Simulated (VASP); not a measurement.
Runs of VASP 6.6.1 on Hf2Cl. The structure is that of space group Fd-3m (No. 227), or close to it. The cells are those of the table. 

```tsv
task	cell	k mesh	cutoff (eV)	gap on the mesh (eV)	pressure (GPa)
single point	a = 5.955 Å, angles 60.0°, 6 atoms	8 × 8 × 8	520	none	(a)
relaxation of cell and atoms	relaxed from a = 5.935 Å, angles 60.0°, 6 atoms	8 × 8 × 8	600	none	0.0
single point	a = 6.302 Å, angles 60.0°, 6 atoms	4 × 4 × 4	520	none	-7.0
single point	a = 5.935 Å, angles 60.0°, 6 atoms	4 × 4 × 4	520	none	0.1
```

Alike in all rows: level PBE; potentials or basis VASP PAW PBE potentials, release 64 (Hf_pv, Cl); no spin polarisation; smearing gaussian 0.1 eV.

Question: Estimate the missing entries.

Answer: (a) -0.2.

Caveats: spin-orbit coupling is left out, which moves the levels of the heavy elements.

A k mesh can miss the band edges, and the runs leave out spin-orbit coupling on Hf.

A gap of «none» marks levels without a gap at the run's occupations.
